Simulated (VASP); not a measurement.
Runs of VASP 6.6.1 on CaSe. The structure is that of space group Fm-3m (No. 225), or close to it. The cells are those of the table. 

| task | cell | k mesh | cutoff (eV) | smearing | gap on the mesh (eV) | pressure (GPa) |
| --- | --- | --- | --- | --- | --- | --- |
| relaxation of cell and atoms | relaxed from a = 4.215 Å, angles 60.0°, 2 atoms | 6 × 6 × 6 | 600 | gaussian 0.1 eV | 2.08 | 0.1 |
| single point | a = 4.082 Å, angles 60.0°, 2 atoms | 8 × 8 × 8 | 520 | gaussian 0.02 eV | 1.83 | (b) |
| single point | a = 4.037 Å, angles 60.0°, 2 atoms | 8 × 8 × 8 | 520 | gaussian 0.02 eV | (d) | (a) |
| single point | a = 4.295 Å, angles 60.0°, 2 atoms | 8 × 8 × 8 | 520 | gaussian 0.02 eV | 2.19 | -2.3 |
| single point | a = 4.127 Å, angles 60.0°, 2 atoms | 8 × 8 × 8 | 520 | gaussian 0.02 eV | 1.92 | 3.6 |
| single point | a = 4.170 Å, angles 60.0°, 2 atoms | 8 × 8 × 8 | 520 | gaussian 0.02 eV | 2.00 | 1.8 |
| single point | a = 4.215 Å, angles 60.0°, 2 atoms | 6 × 6 × 6 | 520 | gaussian 0.1 eV | 2.08 | 0.1 |
| single point | a = 4.213 Å, angles 60.0°, 2 atoms | 8 × 8 × 8 | 520 | gaussian 0.02 eV | (c) | 0.2 |

Alike in all rows: level PBE; potentials or basis VASP PAW PBE potentials, release 64 (Ca_sv, Se); no spin polarisation.

Question: Estimate the missing entries.

Answer: (a) 8.2; (b) 5.7; (c) 2.07; (d) 1.73.

Caveats: the cell stands under pressure (at least some runs); the relaxation stopped at its first step, so nothing moved (at least some runs).

A k mesh can miss the band edges, and the runs leave out spin-orbit coupling on Se.
